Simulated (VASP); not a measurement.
# NbAl2N3 (P-6m2) in VASP: further runs

Runs on NbAl2N3. Level: PBE. Tasks: single point.

Program: VASP 6.6.1. These are calculated values, not measurements. Logs are shortened: lines on timing, memory, paths and dates and some standing lists are left out, and cuts for length are marked.

## (1) The cell of the first run

It takes space group P-6m2 (No. 187, hexagonal). The conventional cell has a = 3.046 Å, b = 3.046 Å, c = 8.495 Å, α = 90.00°, β = 90.00°, γ = 120.00°. Within 2.3 Å of Al (site symmetry 3m) lie 4 N at 1.77 to 2.15 Å. Within 2.8 Å of Nb (site symmetry -6m2) lie 6 N at 2.15 Å. N (site symmetry 3m) has 1 Al at 1.77 Å and 3 Nb at 2.15 Å within 2.3 Å. N (site symmetry -6m2) has 6 Al at 2.15 Å within 2.8 Å.

## (2) Single point, PBE

INCAR

```
PREC = Accurate
ENCUT = 600
EDIFF = 1E-6
ISMEAR = 0
SIGMA = 0.15
LREAL = F
LASPH = T
NELM = 120
ALGO = Normal
ISIF = 2
LWAVE = F
LCHARG = F
GGA = PE
NBANDS = 26
GGA_COMPAT = F
```

KPOINTS

```
regular mesh
0
Gamma
  4 4 2
```

POSCAR

```
NbAl2N3
1.0
    3.0461608181      0.0000000000      0.0000000000
   -1.5230804090      2.6380526525      0.0000000000
    0.0000000000      0.0000000000      8.4952363685
Al Nb N
2 1 3
Direct
    0.3333333333      0.6666666667      0.6463246863
    0.3333333333      0.6666666667      0.3536753137
    0.0000000000      0.0000000000      0.0000000000
    0.3333333333      0.6666666667      0.8542352537
    0.3333333333      0.6666666667      0.1457647463
    0.0000000000      0.0000000000      0.5000000000
```

Potentials or basis: VASP PAW PBE potentials, release 64 (Al, Nb_sv, N).

Launch:

```bash
cat potpaw_PBE.64/Al/POTCAR potpaw_PBE.64/Nb_sv/POTCAR potpaw_PBE.64/N/POTCAR > POTCAR
mpirun -np 1 vasp_std > vasp.out
```

OUTCAR:

```text
PREC = Accurate
   ENCUT = 600
   EDIFF = 1E-6
   ISMEAR = 0
   LREAL = F
   LASPH = T
   NELM = 120
   ISIF = 2
   GGA = PE

 ion  position               nearest neighbor table
   1  0.333  0.667  0.646-   4 1.77   6 2.15   6 2.15   6 2.15   2 2.49
   2  0.333  0.667  0.354-   5 1.77   6 2.15   6 2.15   6 2.15   1 2.49
   3  0.000  0.000  0.000-   4 2.15   5 2.15   4 2.15   5 2.15   4 2.15   5 2.15
   4  0.333  0.667  0.854-   1 1.77   3 2.15   3 2.15   3 2.15
   5  0.333  0.667  0.146-   2 1.77   3 2.15   3 2.15   3 2.15
   6  0.000  0.000  0.500-   1 2.15   2 2.15   1 2.15   2 2.15   1 2.15   2 2.15

  LATTYP: Found a hexagonal cell.
 ALAT       =     3.0461608181
 C/A-ratio  =     2.7888338390

  Lattice vectors:

 A1 = (   3.0461608181,   0.0000000000,   0.0000000000)
 A2 = (  -1.5230804090,   2.6380526525,   0.0000000000)
 A3 = (   0.0000000000,   0.0000000000,   8.4952363685)

Analysis of symmetry for initial positions (statically):
=====================================================================
 Subroutine PRICEL returns:
 Original cell was already a primitive cell.

 Routine SETGRP: Setting up the symmetry group for a
 hexagonal supercell.

 Subroutine GETGRP returns: Found 12 space group operations
 (whereof 12 operations were pure point group operations)
 out of a pool of 24 trial point group operations.

The static configuration has the point symmetry D_3h.

Analysis of symmetry for dynamics (positions and initial velocities):
=====================================================================
 Subroutine PRICEL returns:
 Original cell was already a primitive cell.

 Routine SETGRP: Setting up the symmetry group for a
 hexagonal supercell.

 Subroutine GETGRP returns: Found 12 space group operations
 (whereof 12 operations were pure point group operations)
 out of a pool of 24 trial point group operations.

The dynamic configuration has the point symmetry D_3h.

 Subroutine INISYM returns: Found 12 space group operations
 (whereof 12 operations are pure point group operations),
 and found     1 'primitive' translations

----------------------------------------------------------------------------------------

                                     Primitive cell

  volume of cell :      68.2671

  direct lattice vectors                    reciprocal lattice vectors
     3.046160818  0.000000000  0.000000000     0.328282077  0.189533745  0.000000000
    -1.523080409  2.638052652  0.000000000     0.000000000  0.379067491  0.000000000
     0.000000000  0.000000000  8.495236369     0.000000000  0.000000000  0.117713028
[... 79 lines left out ...]
   IBRION =     -1    ionic relax: 0-MD 1-quasi-New 2-CG
   NFREE  =      0    steps in history (QN), initial steepest desc. (CG)
   ISIF   =      2    stress and relaxation
   ISYM   =      2    0-nonsym 1-usesym 2-fastsym
   POTIM  = 0.5000    time-step for ionic-motion
   TEBEG  =    0.0;   TEEND  =   0.0 temperature during run
   PSTRESS=    0.0 pullay stress
   NELECT =      34.0000    total number of electrons
   NUPDOWN=      -1.0000    fix difference up-down
   EMIN   =  10.00;   EMAX   =-10.00  energy-range for DOS
   EFERMI =   0.00;   METHOD = LEGACY
   ISMEAR =     0;   SIGMA  =   0.15  broadening in eV -4-tet -1-fermi 0-gaus
   EFERMI_NEDOS =   21; number of points for ismear=-14 and -15
   IALGO  =     38    algorithm
   IMIX   =      4    mixing-type and parameters
     AMIX     =   0.40;   BMIX     =  1.00
     AMIX_MAG =   1.60;   BMIX_MAG =  1.00
  volume/ion in A,a.u.               =      11.38        76.78
  Fermi-wavevector in a.u.,A,eV,Ry     =   1.297669  2.452239 22.911456  1.683944
  Thomas-Fermi vector in A             =   2.429047
   LORBIT       =      0    0 simple, 1 ext, 2 COOP (PROOUT), +10 PAW based schemes
   GGA     = PE    functional components
   LHFCALC =     F    Hartree Fock is set to
   AEXX    =    0.0000 exact exchange contribution
   IVDW    =     0    specifies the selected vdW correction
   LEPSILON=     F    determine dielectric tensor
   LRPA    =     F    only Hartree local field effects (RPA)
 non-spin polarized calculation
 Gauss-broadening in eV      SIGMA  =   0.15
  energy-cutoff  :      600.00
  volume of cell :       68.27
 maximum number of plane-waves:      2302
   NGX = 13   NGY = 13   NGZ = 33

 number of electron      33.9999998 magnetization

 Free energy of the ion-electron system (eV)
  ---------------------------------------------------
  ext. energy  EPLUGINS =         0.00000000
  ---------------------------------------------------
  free energy    TOTEN  =       -46.38321314 eV

  energy without entropy =      -46.37531668  energy(sigma->0) =      -46.37926491

 E-fermi :   9.5186     XC(G=0): -11.4462

 val. band max:        9.4478639411   @ k =   0.0000   0.0000   0.5000
 cond. band min:       9.7170402796   @ k =   0.2500   0.0000   0.0000
 fundamental gap:      0.2691763386
 Fermi energy:         9.5185739787

 k-point     1 :       0.0000    0.0000    0.0000
  band No.  band energies     occupation
      1     -45.6192      2.00000
      2     -21.9062      2.00000
      3     -21.2476      2.00000
      4     -21.2476      2.00000
      5      -8.8282      2.00000
      6      -6.4042      2.00000
[... 221 lines left out ...]
     25      14.9184      0.00000
     26      15.5392      0.00000

------------------------ aborting loop because EDIFF is reached ----------------------------------------

  FORCE on cell =-STRESS in cart. coord.  units (eV):
  Direction    XX          YY          ZZ          XY          YZ          ZX
  --------------------------------------------------------------------------------------
  -------------------------------------------------------------------------------------
  Total       -0.1708516     -0.1708516      0.0083519     -0.0000000      0.0000000      0.0000000
  in kB       -4.0097548     -4.0097548      0.1960125     -0.0000000      0.0000000      0.0000000
  external PRESSURE =      -2.6078324 kB  Pullay stress =       0.0000000 kB

 VOLUME and BASIS-vectors are now :
 -----------------------------------------------------------------------------
  energy-cutoff  :      600.00
  volume of cell :       68.27
      direct lattice vectors                 reciprocal lattice vectors
     3.046160818  0.000000000  0.000000000     0.328282077  0.189533745  0.000000000
    -1.523080409  2.638052652  0.000000000     0.000000000  0.379067491  0.000000000
     0.000000000  0.000000000  8.495236369     0.000000000  0.000000000  0.117713028

 POSITION                                       TOTAL-FORCE (eV/Angst)
 -----------------------------------------------------------------------------------
     -0.00000      1.75870      5.49068        -0.000000      0.000000     -0.035371
     -0.00000      1.75870      3.00456        -0.000000      0.000000      0.035371
      0.00000      0.00000      0.00000        -0.000000      0.000000      0.000000
     -0.00000      1.75870      7.25693         0.000000     -0.000000      0.048419
     -0.00000      1.75870      1.23831         0.000000     -0.000000     -0.048419
      0.00000      0.00000      4.24762        -0.000000      0.000000      0.000000
 -----------------------------------------------------------------------------------
    total drift:                                0.000000     -0.000000     -0.000000

  FREE ENERGIE OF THE ION-ELECTRON SYSTEM (eV)
  ---------------------------------------------------
  free  energy   TOTEN  =       -46.3832131447 eV

  energy  without entropy=      -46.3753166798  energy(sigma->0) =      -46.37926491
```

It took 9.5 s on 1 thread of Intel Xeon 6975P-C (Granite Rapids), shared host; peak memory 0.18 GiB.

What came out:

```
Free energy            : -46.3832 eV
Pressure               : -0.3 GPa
Largest force          : 0.048 eV/Å
Band gap on the k mesh : 0.27 eV, indirect (least direct gap 0.59 eV)
```

Forces on the atoms (eV/Å):
```
Al   0.000  0.000 -0.035
Al   0.000  0.000  0.035
Nb   0.000  0.000  0.000
N    0.000  0.000  0.048
N    0.000  0.000 -0.048
N    0.000  0.000  0.000
```

Caveat: the k points lie up to 0.60 Å⁻¹ apart. A k mesh can miss the band edges.

## (3) Single point, PBE

This run uses another cell than the first one, of 12.57 Å³/atom, 1.105 times its volume.

INCAR

```
SYSTEM = NbAl2N3
  PREC = Accurate
  ENCUT = 600
  EDIFF = 1E-6
  ISMEAR = 0
  SIGMA = 0.15
  LREAL = .False.
  LASPH = .True.
  NELM = 120
  ALGO = Normal
  ISIF = 2
  LWAVE = .False.
  LCHARG = .False.
  GGA = PE
  NBANDS = 26
  GGA_COMPAT = .False.
```

KPOINTS

```
Automatic mesh
0
Gamma
  4 4 2
  0 0 0
```

POSCAR

```
NbAl2N3
1.0
    3.4518392399      0.0000000000      0.0000000000
   -1.7259196199      2.9893804715      0.0000000000
    0.0000000000      0.0000000000      7.3092227177
Al Nb N
2 1 3
Direct
    0.3333333333      0.6666666667      0.8300418890
    0.3333333333      0.6666666667      0.1699581110
    0.6666666667      0.3333333333      0.5000000000
    0.6666666667      0.3333333333      0.0000000000
    0.0000000000      0.0000000000      0.5000000000
    0.0000000000      0.0000000000      0.0000000000
```

Potentials or basis: VASP PAW PBE potentials, release 64 (Al, Nb_sv, N).

Launch:

```bash
cat potpaw_PBE.64/Al/POTCAR potpaw_PBE.64/Nb_sv/POTCAR potpaw_PBE.64/N/POTCAR > POTCAR
mpirun -np 1 vasp_std > vasp.out
```

OUTCAR:

```text
SYSTEM = NbAl2N3
   PREC = Accurate
   ENCUT = 600
   EDIFF = 1E-6
   ISMEAR = 0
   LREAL = .False.
   LASPH = .True.
   NELM = 120
   ISIF = 2
   GGA = PE

 ion  position               nearest neighbor table
   1  0.333  0.667  0.830-   4 2.35   6 2.35   4 2.35   6 2.35   6 2.35   4 2.35   2 2.48   3 3.13
                             3 3.13   3 3.13
   2  0.333  0.667  0.170-   4 2.35   6 2.35   4 2.35   6 2.35   6 2.35   4 2.35   1 2.48   3 3.13
                             3 3.13   3 3.13
   3  0.667  0.333  0.500-   5 1.99   5 1.99   5 1.99   2 3.13   1 3.13   2 3.13   1 3.13   1 3.13
                             2 3.13
   4  0.667  0.333  0.000-   1 2.35   2 2.35   1 2.35   2 2.35   1 2.35   2 2.35
   5  0.000  0.000  0.500-   3 1.99   3 1.99   3 1.99
   6  0.000  0.000  0.000-   1 2.35   2 2.35   1 2.35   2 2.35   1 2.35   2 2.35

  LATTYP: Found a hexagonal cell.
 ALAT       =     3.4518392399
 C/A-ratio  =     2.1174864209

  Lattice vectors:

 A1 = (   3.4518392399,   0.0000000000,   0.0000000000)
 A2 = (  -1.7259196199,   2.9893804715,   0.0000000000)
 A3 = (   0.0000000000,   0.0000000000,   7.3092227177)

Analysis of symmetry for initial positions (statically):
[... 169 lines left out ...]
 fundamental gap:      0.0900820586
 Fermi energy:         8.0620641098

 k-point     1 :       0.0000    0.0000    0.0000
  band No.  band energies     occupation
      1     -47.5408      2.00000
      2     -23.6241      2.00000
      3     -23.5547      2.00000
      4     -23.5547      2.00000
      5     -10.2165      2.00000
      6      -7.2897      2.00000
[... 221 lines left out ...]
     25      12.9878      0.00000
     26      13.3773      0.00000

------------------------ aborting loop because EDIFF is reached ----------------------------------------

  FORCE on cell =-STRESS in cart. coord.  units (eV):
  Direction    XX          YY          ZZ          XY          YZ          ZX
  --------------------------------------------------------------------------------------
  -------------------------------------------------------------------------------------
  Total       -0.1044564     -0.1044564     -0.1414837     -0.0000000      0.0000000     -0.0000000
  in kB       -2.2189263     -2.2189263     -3.0054804     -0.0000000      0.0000000     -0.0000000
  external PRESSURE =      -2.4811110 kB  Pullay stress =       0.0000000 kB

 VOLUME and BASIS-vectors are now :
 -----------------------------------------------------------------------------
  energy-cutoff  :      600.00
  volume of cell :       75.42
      direct lattice vectors                 reciprocal lattice vectors
     3.451839240  0.000000000  0.000000000     0.289700629  0.167258736  0.000000000
    -1.725919620  2.989380472  0.000000000     0.000000000  0.334517473  0.000000000
     0.000000000  0.000000000  7.309222718     0.000000000  0.000000000  0.136813453

 POSITION                                       TOTAL-FORCE (eV/Angst)
 -----------------------------------------------------------------------------------
     -0.00000      1.99292      6.06696        -0.000000      0.000000      0.035376
     -0.00000      1.99292      1.24226        -0.000000     -0.000000     -0.035376
      1.72592      0.99646      3.65461        -0.000000      0.000000      0.000000
      1.72592      0.99646      0.00000         0.000000     -0.000000      0.000000
      0.00000      0.00000      3.65461        -0.000000     -0.000000      0.000000
      0.00000      0.00000      0.00000        -0.000000      0.000000      0.000000
 -----------------------------------------------------------------------------------
    total drift:                               -0.000001      0.000000      0.000000

  FREE ENERGIE OF THE ION-ELECTRON SYSTEM (eV)
  ---------------------------------------------------
  free  energy   TOTEN  =       -38.5139611533 eV

  energy  without entropy=      -38.4957157261  energy(sigma->0) =      -38.50483844
```

It took 12 s on 1 thread of Intel Xeon 6975P-C (Granite Rapids), shared host; peak memory 0.2 GiB.

Results:

* Free energy: -38.5140 eV
* Pressure: -0.2 GPa
* Largest force: 0.035 eV/Å
* Band gap on the k mesh: zero (band 17 reaches 8.34 eV, above the bottom of band 18 at 7.72 eV)

Forces on the atoms (eV/Å):
```
Al   0.000  0.000  0.035
Al   0.000  0.000 -0.035
Nb   0.000  0.000  0.000
N    0.000  0.000  0.000
N    0.000  0.000  0.000
N    0.000  0.000  0.000
```

Caveat: the k points lie up to 0.53 Å⁻¹ apart.

## (4) Single point, PBE

This run uses another cell than the first one, of 12.54 Å³/atom, 1.102 times its volume.

INCAR

```
SYSTEM = NbAl2N3
PREC = Accurate
ENCUT = 600
EDIFF = 1E-6
ISMEAR = 0
SIGMA = 0.15
LREAL = .False.
LASPH = .True.
NELM = 120
ALGO = Normal
ISIF = 2
LWAVE = .False.
LCHARG = .False.
GGA = PE
NBANDS = 26
GGA_COMPAT = .False.
```

KPOINTS is that of step 3.

POSCAR

```
NbAl2N3
1.0
    3.4546424666      0.0000000028      0.0000000000
   -1.7273212357      2.9918081357      0.0000000000
    0.0000000000      0.0000000000      7.2798462406
Al Nb N
2 1 3
Direct
    0.6666666667      0.3333333333      0.3294415543
    0.6666666667      0.3333333333      0.6705584457
    0.0000000000      0.0000000000      0.0000000000
    0.0000000000      0.0000000000      0.5000000000
    0.3333333333      0.6666666667      0.0000000000
    0.3333333333      0.6666666667      0.5000000000
```

Launch:

```bash
cat potpaw_PBE.64/Al/POTCAR potpaw_PBE.64/Nb_sv/POTCAR potpaw_PBE.64/N/POTCAR > POTCAR
mpirun -np 1 vasp_std > vasp.out
```

Run time: 12 s. Hardware: 1 thread of Intel Xeon 6975P-C (Granite Rapids), shared host; peak memory 0.21 GiB.

It converged, with:

| Item | Value |
| --- | --- |
| Free energy | -38.5131 eV |
| Pressure | -0.2 GPa |
| Largest force | 0.049 eV/Å |
| Band gap on the k mesh | zero (band 17 reaches 8.36 eV, above the bottom of band 18 at 7.73 eV) |

Forces on the atoms (eV/Å):
```
Al   0.000  0.000  0.049
Al   0.000  0.000 -0.049
Nb   0.000  0.000  0.000
N    0.000  0.000  0.000
N    0.000  0.000  0.000
N    0.000  0.000  0.000
```

Stress tensor (GPa, compression positive):
```
-0.49  0.00  0.00
 0.00 -0.49  0.00
 0.00  0.00  0.24
```

Levels at points of the mesh, in eV from the Fermi level:
| k point | band 15 | band 16 | band 17 | band 18 | band 19 | band 20 |
| --- | --- | --- | --- | --- | --- | --- |
| (0.00, 0.00, 0.00) | -1.28 | -1.28 | 0.13 | 0.74 | 0.74 | 1.30 |
| (0.50, 0.00, 0.00) | -1.78 | -0.45 | -0.45 | -0.08 | 1.59 | 2.23 |
| (0.00, 0.00, 0.50) | -1.29 | -1.29 | -0.61 | 0.13 | 0.78 | 0.78 |
| (0.50, 0.00, 0.50) | -0.99 | -0.81 | 0.01 | 0.46 | 1.50 | 2.19 |

Caveat: the k points lie up to 0.53 Å⁻¹ apart.

## (5) Overview

| cell | gap on the mesh (eV) | pressure (GPa) | largest force (eV/Å) |
| --- | --- | --- | --- |
| a = 3.046, b = 3.046, c = 8.495 Å, angles 90.0, 90.0, 120.0°, 6 atoms | 0.27 | -0.3 | 0.05 |
| a = 3.452, b = 3.452, c = 7.309 Å, angles 90.0, 90.0, 120.0°, 6 atoms | none | -0.2 | 0.04 |
| a = 3.455, b = 3.455, c = 7.280 Å, angles 90.0, 90.0, 120.0°, 6 atoms | none | -0.2 | 0.05 |

Alike in all rows: task single point; level PBE; potentials or basis VASP PAW PBE potentials, release 64 (Al, Nb_sv, N); no spin polarisation; k mesh 4 × 4 × 2; cutoff (eV) 600; smearing gaussian 0.15 eV.

Caveats: all runs use coarse meshes.

Absolute energies hang on the potentials; compare differences alone.
